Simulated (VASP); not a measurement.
Wanted: the native input for a VASP 6.6.1 run.

```yaml
Task: single point
Functional: LDA
Potentials_or_basis: VASP PAW LDA potentials, release 64 (Si, C)
Cutoff: 520 eV
k_mesh: 12 × 12 × 12
Occupations: gaussian, width 0.05 eV
Spin: no spin polarisation
Dipole_correction: no
Further_INCAR_settings: ALGO = Normal; EDIFF = 1e-06; NBANDS = 11
```

The structure of SiC lies in POSCAR:

```
SiC
1.0
    0.0000000000      2.1740000000      2.1740000000
    2.1740000000      0.0000000000      2.1740000000
    2.1740000000      2.1740000000      0.0000000000
Si C
1 1
Direct
    0.0000000000      0.0000000000      0.0000000000
    0.7500000000      0.7500000000      0.7500000000
```

These files were run (other wordings do the same):

INCAR

```
SYSTEM = SiC
  PREC = Accurate
  ENCUT = 520
  EDIFF = 1E-6
  ISMEAR = 0
  SIGMA = 0.05
  LREAL = .False.
  LASPH = .True.
  NELM = 60
  ALGO = Normal
  ISIF = 2
  LWAVE = .False.
  LCHARG = .True.
  GGA = CA
  LELF = .True.
  LVHAR = .True.
  NBANDS = 11
```

KPOINTS

```
regular mesh
0
Gamma
  12 12 12
  0 0 0
```

Potentials or basis: VASP PAW LDA potentials, release 64 (Si, C).

Run with:

```sh
$ cat potpaw_LDA.64/Si/POTCAR potpaw_LDA.64/C/POTCAR > POTCAR
$ mpirun -np 1 vasp_std > vasp.out
```

Results of the run:

```yaml
Pressure: -2.5 GPa
Band_gap_on_the_k_mesh: 1.30 eV, indirect (least direct gap 4.51 eV)
```

It took 8.9 s on 1 thread of Intel(R) Xeon(R) Platinum 8259CL CPU @ 2.50GHz (Skylake/Cascade Lake), on a shared host, peak memory 0.13 GiB.
